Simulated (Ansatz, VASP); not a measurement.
# One calculation of Bi, two programs

```
Bi
1.0
     5.71275    0.00000    0.00000
    -2.85638    4.94739    0.00000
     0.00000    0.00000    3.35604
Bi
3
Direct
  0.00000 0.00000 0.00000
  0.33333 0.66667 0.50000
  0.66667 0.33333 0.50000
```

Alike in both runs: task single point; functional RPBE; k mesh 7 × 7 × 10; occupations fermi-dirac, width 0.1 eV; no spin polarisation.

|  | VASP | Ansatz |
| --- | --- | --- |
| version | VASP 6.6.1 | Ansatz 0.2.0 |
| potentials or method | VASP PAW PBE potentials, release 64 (Bi_d), cutoff 520 eV | plane waves (420 eV) with PAW, scalar-relativistic |
| valence electrons in the cell | 45 | 45 |

|  | VASP | Ansatz | Ansatz less VASP |
| --- | --- | --- | --- |
| pressure (GPa) | 2.1 | 2.2 | +0.05 |
| traceless stress, the component that is largest in VASP (GPa) | 0.57 | 0.58 | +0.014 |

VASP's potentials were made for PBE, not for RPBE. The functional is the same, so the differences come from potentials, cutoffs and numerics.

Spin-orbit coupling is off throughout.
